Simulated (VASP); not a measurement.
# ZnS (Cmc2_1) in VASP: a series of runs, part 3 of 3

VASP 6.6.1. The steps go on from the part before.

## Step 6: Single point, PBE (strain +0.0350 x Voigt [1, 0, 0, 0, 0, 0])

File INCAR:

```
SYSTEM = ZnS
PREC = Accurate ; ENCUT = 520
EDIFF = 1E-7 ; ISMEAR = 0
SIGMA = 0.05 ; LREAL = .False.
LASPH = .True. ; NELM = 100
ALGO = Normal ; ISIF = 2
LWAVE = .False. ; LCHARG = .False.
GGA = PE ; NBANDS = 26
```

File KPOINTS:

```
regular mesh
0
Gamma
  12 12 6
  0 0 0
```

File POSCAR:

```
ZnS
1.0
    3.9443837389      0.0000000000      0.0000000000
   -1.9721918695      3.3004217586      0.0000000000
    0.0000000000      0.0000000000      6.2340000000
Zn S
2 2
Direct
    0.3333333333      0.6666666667      0.0000000000
    0.6666666667      0.3333333333      0.5000000000
    0.3333333333      0.6666666667      0.3850000000
    0.6666666667      0.3333333333      0.8850000000
```

Potentials or basis: VASP PAW PBE potentials, release 64 (Zn, S).

On the command line:

```
$ cat potpaw_PBE.64/Zn/POTCAR potpaw_PBE.64/S/POTCAR > POTCAR
$ mpirun -np 1 vasp_std > vasp.out
```

OUTCAR:

```text
SYSTEM = ZnS
   PREC = Accurate
   ENCUT = 520
   EDIFF = 1E-7
   ISMEAR = 0
   LREAL = .False.
   LASPH = .True.
   NELM = 100
   ISIF = 2
   GGA = PE

 ion  position               nearest neighbor table
   1  0.333  0.667  0.000-   4 2.31   4 2.37   4 2.37   3 2.40
   2  0.667  0.333  0.500-   3 2.31   3 2.37   3 2.37   4 2.40
   3  0.333  0.667  0.385-   2 2.31   2 2.37   2 2.37   1 2.40
   4  0.667  0.333  0.885-   1 2.31   1 2.37   1 2.37   2 2.40

  Warning from LATTYP: Monoclinic adjustment (A1->A3, A2->A1, A3->A2)!
  LATTYP: Found a base centered orthorhombic cell.
 ALAT       =     3.9443837389
 B/A-ratio  =     1.6734790411
 C/A-ratio  =     1.5804750280

  Lattice vectors:

 A1 = (   1.9721918695,  -3.3004217586,   0.0000000000)
 A2 = (   1.9721918694,   3.3004217586,   0.0000000000)
 A3 = (   0.0000000000,   0.0000000000,   6.2340000000)

Analysis of symmetry for initial positions (statically):
=====================================================================
 Subroutine PRICEL returns:
 Original cell was already a primitive cell.

 Routine SETGRP: Setting up the symmetry group for a
 base centered orthorhombic supercell.

[... 174 lines left out ...]

 val. band max:        1.8875438694   @ k =   0.0000   0.0000   0.0000
 cond. band min:       3.9375497737   @ k =   0.0000   0.0000   0.0000
 fundamental gap:      2.0500059043
 Fermi energy:         2.1523165496

 k-point     1 :       0.0000    0.0000    0.0000
  band No.  band energies     occupation
      1     -11.1078      2.00000
      2     -10.2069      2.00000
      3      -4.3849      2.00000
      4      -4.3742      2.00000
      5      -4.3389      2.00000
      6      -4.3130      2.00000
[... 685 lines left out ...]
     25      11.0974      0.00000
     26      11.8625      0.00000

 [... further k-points ...]

------------------------ aborting loop because EDIFF is reached ----------------------------------------

  FORCE on cell =-STRESS in cart. coord.  units (eV):
  Direction    XX          YY          ZZ          XY          YZ          ZX
  --------------------------------------------------------------------------------------
  -------------------------------------------------------------------------------------
  Total       -1.0174509      0.8203864      0.0738344     -0.0000000      0.0000000      0.0000000
  in kB      -20.0867014     16.1962193      1.4576532     -0.0000000      0.0000000      0.0000000
  external PRESSURE =      -0.8109430 kB  Pullay stress =       0.0000000 kB

 VOLUME and BASIS-vectors are now :
 -----------------------------------------------------------------------------
  energy-cutoff  :      520.00
  volume of cell :       81.16
      direct lattice vectors                 reciprocal lattice vectors
     3.944383739  0.000000000  0.000000000     0.253525029  0.151495790  0.000000000
    -1.972191870  3.300421759  0.000000000     0.000000000  0.302991579  0.000000000
     0.000000000  0.000000000  6.234000000     0.000000000  0.000000000  0.160410651

 POSITION                                       TOTAL-FORCE (eV/Angst)
 -----------------------------------------------------------------------------------
     -0.00000      2.20028      0.00000         0.000000     -0.162869      0.217616
      1.97219      1.10014      3.11700        -0.000000      0.162869      0.217616
     -0.00000      2.20028      2.40009         0.000000     -0.215853     -0.217616
      1.97219      1.10014      5.51709        -0.000000      0.215853     -0.217616
 -----------------------------------------------------------------------------------
    total drift:                               -0.000000     -0.000001      0.000778

  FREE ENERGIE OF THE ION-ELECTRON SYSTEM (eV)
  ---------------------------------------------------
  free  energy   TOTEN  =       -13.6625127180 eV

  energy  without entropy=      -13.6625127180  energy(sigma->0) =      -13.66251272
```

stdout:

```text
POSCAR found type information on POSCAR ZnS
 POSCAR found :  2 types and       4 ions
 scaLAPACK will be used
 LDA part: xc-table for (Slater+PW92), standard interpolation
 POSCAR, INCAR and KPOINTS ok, starting setup
 FFT: planning ... GRIDC
 FFT: planning ... GRID_SOFT
 FFT: planning ... GRID
 WAVECAR not read
 entering main loop
```

Run time: 5.2 min. Hardware: 1 thread of AMD EPYC 7R13 (Zen 3), shared host; peak memory 0.38 GiB.

Results:

```yaml
Free_energy: -13.6625 eV
Pressure: -0.1 GPa
Largest_force: 0.307 eV/Å
Band_gap_on_the_k_mesh: 2.05 eV, direct
```

Forces on the atoms (eV/Å):
```
Zn   0.000 -0.163  0.218
Zn   0.000  0.163  0.218
S    0.000 -0.216 -0.218
S    0.000  0.216 -0.218
```

Stress tensor (GPa, compression positive):
```
-2.01  0.00  0.00
 0.00  1.62  0.00
 0.00  0.00  0.15
```

Caveat: the cell differs from its parent crystal (strain +0.0350 x Voigt [1, 0, 0, 0, 0, 0]). A k mesh can miss the band edges.

## Step 7: Overview

```csv
cell,gap on the mesh (eV),pressure (GPa),largest force (eV/Å)
"a = 3.659, b = 3.773, c = 6.234 Å, angles 90.0, 90.0, 119.0°, 4 atoms",2.30,6.4,0.63
"a = 3.697, b = 3.783, c = 6.234 Å, angles 90.0, 90.0, 119.3°, 4 atoms",2.30,5.3,0.53
"a = 3.735, b = 3.792, c = 6.234 Å, angles 90.0, 90.0, 119.5°, 4 atoms",2.29,4.3,0.44
"a = 3.925, b = 3.840, c = 6.234 Å, angles 90.0, 90.0, 120.7°, 4 atoms",2.08,0.2,0.30
"a = 3.944, b = 3.845, c = 6.234 Å, angles 90.0, 90.0, 120.9°, 4 atoms",2.05,-0.1,0.31
```

Alike in all rows: task single point; level PBE; potentials or basis VASP PAW PBE potentials, release 64 (Zn, S); no spin polarisation; k mesh 12 × 12 × 6; cutoff (eV) 520; smearing gaussian 0.05 eV.

Total energies depend on the potentials used, so only differences within one code and one set of settings carry meaning.
